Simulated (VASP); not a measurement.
Wanted: the native input for a VASP 6.6.1 run.

```
Task                   : single point
Functional             : PBE
Potentials or basis    : VASP PAW PBE potentials, release 64 (As)
Cutoff                 : 520 eV
k mesh                 : 15 × 15 × 15
Occupations            : fermi-dirac, width 0.1 eV
Spin                   : no spin polarisation
Dipole correction      : no
Further INCAR settings : ALGO = Normal; EDIFF = 1e-07; NBANDS = 12
```

The structure of As lies in POSCAR:

```
As
1.0
   -2.6961929484      2.6961929484      1.4231796789
    2.6961929484     -2.6961929484      1.4231796789
    2.6961929484      2.6961929484     -1.4231796789
As
2
Direct
   -0.3750000000     -0.1250000000     -0.2500000000
    0.3750000000      0.1250000000      0.2500000000
```

The input as run:

INCAR

```
  PREC = Accurate
  ENCUT = 520
  EDIFF = 1E-7
  ISMEAR = -1
  SIGMA = 0.1
  LREAL = F
  LASPH = T
  NELM = 60
  ALGO = Normal
  ISIF = 2
  LWAVE = F
  LCHARG = T
  GGA = PE
  LELF = T
  LVHAR = T
  NBANDS = 12
```

KPOINTS

```
Automatic mesh
0
Gamma
  15 15 15
```

Potentials or basis: VASP PAW PBE potentials, release 64 (As).

Command:

```console
$ cat potpaw_PBE.64/As/POTCAR > POTCAR
$ mpirun -np 1 vasp_std > vasp.out
```

Results of the run:

```json
{
  "Pressure": "-1.4 GPa",
  "Band gap on the k mesh": "zero (bands 5 and 6 overlap by 6.42 eV)"
}
```

Run time: 3.6 min on 1 thread of Intel Xeon 8259CL, with other jobs on the host, peak memory 0.26 GiB.
